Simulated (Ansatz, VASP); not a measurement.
**BN in VASP and in Ansatz**

```xyz
4
Lattice="2.5320 0.0031 0.0029 -1.2633 2.1715 0.0178 0.0047 0.0368 4.1791" Properties=species:S:1:pos:R:3 pbc="T T T"
B     1.2443    0.7479    4.1392
B     0.0126    1.5607    2.0735
N     1.2519    0.7380    2.6331
N     0.0393    1.3856    0.5985
```

Change from the starting cell: all atoms moved at random (sigma 0.06 Å a component), cell strained at random (sigma 0.01).

Alike in both runs: task single point; functional PBE; k mesh 12 × 12 × 6; occupations gaussian, width 0.05 eV; no spin polarisation.

|  | VASP | Ansatz |
| --- | --- | --- |
| version | VASP 6.6.1 | Ansatz 0.2.0 |
| potentials or method | VASP PAW PBE potentials, release 64 (B, N), cutoff 520 eV | scalar-relativistic, plane waves, PAW |
| valence electrons in the cell | 16 | 16 |

Ansatz gave:

* gap on the k mesh at the Fermi level (eV): 3.55
* least direct gap on the mesh (eV): 7.10
* pressure (GPa): 18.6
* traceless stress, the component that is largest in VASP (GPa): -5.05
* rms of the force components (eV/Å): 1.830

Problem. What did VASP give for the same quantities?

Solution. gap on the k mesh at the Fermi level (eV): 3.53; least direct gap on the mesh (eV): 7.09; pressure (GPa): 18.9; traceless stress, the component that is largest in VASP (GPa): -5.20; rms of the force components (eV/Å): 1.835.

Atom by atom the forces differ by 0.006 eV/Å (rms over components).
